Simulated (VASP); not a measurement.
A run of VASP 6.6.1 is set up as follows.

File INCAR:

```
  ALGO = Normal
  DIPOL = 0.5 0.5 0.322
  EDIFF = 1E-6
  ENCUT = 520
  GGA = PE
  IDIPOL = 3
  ISIF = 2
  ISMEAR = 0
  LASPH = True
  LCHARG = False
  LDIPOL = True
  LREAL = Auto
  LWAVE = False
  NBANDS = 38
  NELM = 60
  PREC = Accurate
  SIGMA = 0.1
```

The input KPOINTS:

```
k-points
0
Gamma
  5 4 1
```

File POSCAR:

```
Al16H
1.0
    5.7135165839      0.0000000000      0.0000000000
    0.0000000000      8.0801326418      0.0000000000
    0.0000000000      0.0000000000     19.7432786746
Al H
16 1
Direct
    0.2500000000      0.2500000000      0.2026005947
    0.2500000000      0.7500000000      0.2026005947
    0.7500000000      0.2500000000      0.2026005947
    0.7500000000      0.7500000000      0.2026005947
    0.0000000000      0.0000000000      0.2749482108
    0.0000000000      0.5000000000      0.2749482108
    0.5000000000      0.0000000000      0.2749482108
    0.5000000000      0.5000000000      0.2749482108
    0.2500000000      0.2500000000      0.3495466417
    0.2500000000      0.7500000000      0.3495466417
    0.7500000000      0.2500000000      0.3495466417
    0.7500000000      0.7500000000      0.3495466417
    0.0000000000      0.0000000000      0.4175232904
    0.0000000000      0.5000000000      0.4175232904
    0.5000000000      0.0000000000      0.4175232904
    0.5000000000      0.5000000000      0.4175232904
    0.0833333333      0.0000000000      0.4957315162
```

Potentials or basis: VASP PAW PBE potentials, release 64 (Al, H).

Run with:

```bash
$ cat potpaw_PBE.64/Al/POTCAR potpaw_PBE.64/H/POTCAR > POTCAR
$ mpirun -np 1 vasp_std > vasp.out
```

(1) Predict the band gap on the k mesh.

(2) Estimate the largest force.

## Answers

(1) zero (an odd number of electrons rules out a gap without spin polarisation).

(2) 0.302 eV/Å.
